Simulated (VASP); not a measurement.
The system is W.

```
CELL_PARAMETERS angstrom
0.00000 2.03000 2.03000
2.03000 0.00000 2.03000
2.03000 2.03000 0.00000
ATOMIC_POSITIONS crystal
W 0.00000 0.00000 0.00000
```

Base run:

| Item | Value |
| --- | --- |
| Program | VASP 6.6.1 |
| Functional | r2SCAN |
| Potentials or basis | VASP PAW PBE potentials, release 64 (W_sv) |
| Cutoff | 520 eV |
| k mesh | 8 × 8 × 8 |
| Occupations | methfessel-paxton, width 0.05 eV |
| Spin | no spin polarisation |

Its results: band gap on the k mesh zero (band 7 reaches 12.98 eV, above the bottom of band 8 at 9.52 eV); pressure -8.2 GPa.

After a change of settings the same cell gave: band gap on the k mesh zero (band 7 reaches 10.26 eV, above the bottom of band 8 at 9.54 eV); pressure -2.4 GPa. Which change was it?
A. k mesh from 8 × 8 × 8 to 6 × 6 × 6
B. k mesh from 8 × 8 × 8 to 5 × 5 × 5; further incar settings from ALGO = Normal; EDIFF = 1e-06; NBANDS = 13 to ALGO = Normal; EDIFF = 1e-07; NBANDS = 13
C. k mesh from 8 × 8 × 8 to 3 × 3 × 3
D. k mesh from 8 × 8 × 8 to 4 × 4 × 4

C.

Caveats: some runs use coarse meshes; the PAW data sets were made with another functional, which shifts forces and pressure a little; spin-orbit coupling is left out, which moves the levels of the heavy elements.
